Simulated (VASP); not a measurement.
A run of VASP 6.6.1:

Contents of INCAR:

```
SYSTEM = Ag
ALGO     = Normal         ! electronic algorithm
EDIFF    = 1E-7           ! SCF threshold, eV
ENCUT    = 520            ! plane-wave cutoff, eV
ISIF     = 2              ! what is computed and relaxed
ISMEAR   = -1             ! smearing method
ISYM     = 0            
LASPH    = .True.         ! aspherical terms in the spheres
LCHARG   = .True.         ! write CHGCAR
LELF     = .True.         ! ELF
LREAL    = .False.        ! projectors in reciprocal space
LVHAR    = .True.       
LWAVE    = .False.        ! write WAVECAR
NBANDS   = 18             ! bands
NELM     = 80             ! most SCF steps
PREC     = Accurate       ! precision mode
SIGMA    = 0.1            ! smearing width, eV
```

File KPOINTS:

```
k-points
0
Gamma
  13 13 9
  0 0 0
```

Contents of POSCAR:

```
Ag
1.0
   -1.5579871641      1.8901412977      1.3877850797
    1.8901412977     -1.5579871641      1.3877850797
    3.2545364477      3.2545364477     -0.7794441757
Ag
2
Direct
    0.0415862377      0.9584137623      1.0000000000
    0.7084137623      0.2915862377      0.5000000000
```

Potentials or basis: VASP PAW LDA potentials, release 64 (Ag).

The run is started by

```console
$ cat potpaw_LDA.64/Ag/POTCAR > POTCAR
$ mpirun -np 1 vasp_std > vasp.out
```

Hardware: 1 thread of Intel(R) Xeon(R) 6975P-C (Granite Rapids), with other jobs on the host.

Problem. Estimate the wall time of this run.

Solution. Run time: 96 s on 1 thread of Intel(R) Xeon(R) 6975P-C (Granite Rapids), with other jobs on the host, peak memory 0.43 GiB. Counts: scf iterations 11, k points 761.
